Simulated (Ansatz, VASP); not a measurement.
Rb: VASP beside Ansatz

Contents of INCAR:

```
SYSTEM = Rb
ALGO     = Fast           ! electronic algorithm
EDIFF    = 1E-6           ! SCF threshold, eV
ENCUT    = 520            ! plane-wave cutoff, eV
GGA      = PE             ! functional
ISIF     = 2              ! what is computed and relaxed
ISMEAR   = 0              ! smearing method
LASPH    = .TRUE.         ! aspherical terms in the spheres
LCHARG   = .TRUE.         ! write CHGCAR
LELF     = .TRUE.         ! ELF
LREAL    = .FALSE.        ! projectors in reciprocal space
LVHAR    = .TRUE.       
LWAVE    = .FALSE.        ! write WAVECAR
NBANDS   = 16             ! bands
NELM     = 60             ! most SCF steps
PREC     = Accurate       ! precision mode
SIGMA    = 0.05           ! smearing width, eV
```

KPOINTS

```
k-points
0
G
  8 8 8
  0 0 0
```

The input POSCAR:

```
Rb
1.0
    0.0000000000     -4.7579760000      0.0000000000
    4.7579760000      0.0000000000      0.0000000000
   -2.3789880000      2.3789880000      8.4886690000
Rb
2
Direct
    0.2500000000      0.7500000000      0.5000000000
    0.5000000000      0.5000000000      0.0000000000
```

Input for Ansatz:

```yaml
crystal:
  lattice:
    - [0.0, -4.757976, 0.0]
    - [4.757976, 0.0, 0.0]
    - [-2.378988, 2.378988, 8.488669]
  atoms:
    - { symbol: Rb, position: [0.25, 0.75, 0.5] }
    - { symbol: Rb, position: [0.5, 0.5, 0.0] }
basis:
  ecutwfc: 500
  fft_grid_basis: typed
kpoints:
  mp_grid: { grid: [8, 8, 8] }
hamiltonian:
  xc: pbe
  pseudopotentials: { kind: paw }
scf:
  occupations: { method: gaussian, width: 0.05 }
output:
  forces: true
  stress: true
  eigenvalues: true
  bader: true
  write_density: true
  volumetric_format: npy
  elf: true
```

Alike in both runs: task single point; functional PBE; k mesh 8 × 8 × 8; occupations gaussian, width 0.05 eV; no spin polarisation.

|  | VASP | Ansatz |
| --- | --- | --- |
| version | VASP 6.6.1 | Ansatz 0.2.0 |
| potentials or method | VASP PAW PBE potentials, release 64 (Rb_sv), cutoff 520 eV | scalar-relativistic, plane waves, PAW |
| valence electrons in the cell | 18 | 18 |

|  | VASP | Ansatz | Ansatz less VASP |
| --- | --- | --- | --- |
| gap on the k mesh at the Fermi level (eV) | none | none | - |
| pressure (GPa) | 0.0 | 0.0 | 0.00 |

A gap of «none» marks a metal or a gap that the smearing closes.
